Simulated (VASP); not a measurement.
Write the native input for VASP 6.6.1 that does the following.

```
Task                   : relaxation of cell and atoms
Functional             : PBE
Potentials or basis    : VASP PAW PBE potentials, release 64 (K_sv, Br)
Cutoff                 : 600 eV
k mesh                 : 6 × 6 × 6
Occupations            : fermi-dirac, width 0.02 eV
Spin                   : no spin polarisation
Dipole correction      : no
Further INCAR settings : ALGO = Normal; EDIFF = 1e-07; IBRION = 2; EDIFFG = -0.005; NSW = 80; ISIF = 3
```

The structure of KBr lies in POSCAR:

```
KBr
1.0
    0.0000000000      3.3000000000      3.3000000000
    3.3000000000      0.0000000000      3.3000000000
    3.3000000000      3.3000000000      0.0000000000
K Br
1 1
Direct
    0.0000000000      0.0000000000      0.0000000000
    0.5000000000      0.5000000000      0.5000000000
```

One way to write it, as run:

INCAR

```
PREC = Accurate
ENCUT = 600
EDIFF = 1E-7
ISMEAR = -1
SIGMA = 0.02
LREAL = False
LASPH = True
NELM = 100
ALGO = Normal
ISIF = 3
LWAVE = False
LCHARG = False
GGA = PE
IBRION = 2
NSW = 80
EDIFFG = -0.005
```

KPOINTS

```
regular mesh
0
Gamma
  6 6 6
```

Potentials or basis: VASP PAW PBE potentials, release 64 (K_sv, Br).

Run with:

```console
$ cat potpaw_PBE.64/K_sv/POTCAR potpaw_PBE.64/Br/POTCAR > POTCAR
$ mpirun -np 1 vasp_std > vasp.out
```

Results of the run:

```
Relaxed volume                         : 37.79 Å³/atom
Relaxed cell                           : a = 4.746 Å, b = 4.746 Å, c = 4.746 Å, α = 60.00°, β = 60.00°, γ = 60.00°
Space group after relaxing (to 0.05 Å) : Fm-3m (No. 225)
Energy gained by relaxing              : 4.2 meV/atom
Ionic steps                            : 4
Pressure after relaxing                : 0.0 GPa
Band gap on the k mesh                 : 4.30 eV, direct
```

It took 82 s on 1 thread of Intel(R) Xeon(R) Platinum 8375C CPU @ 2.90GHz (Ice Lake) (shared host), peak memory 0.25 GiB.
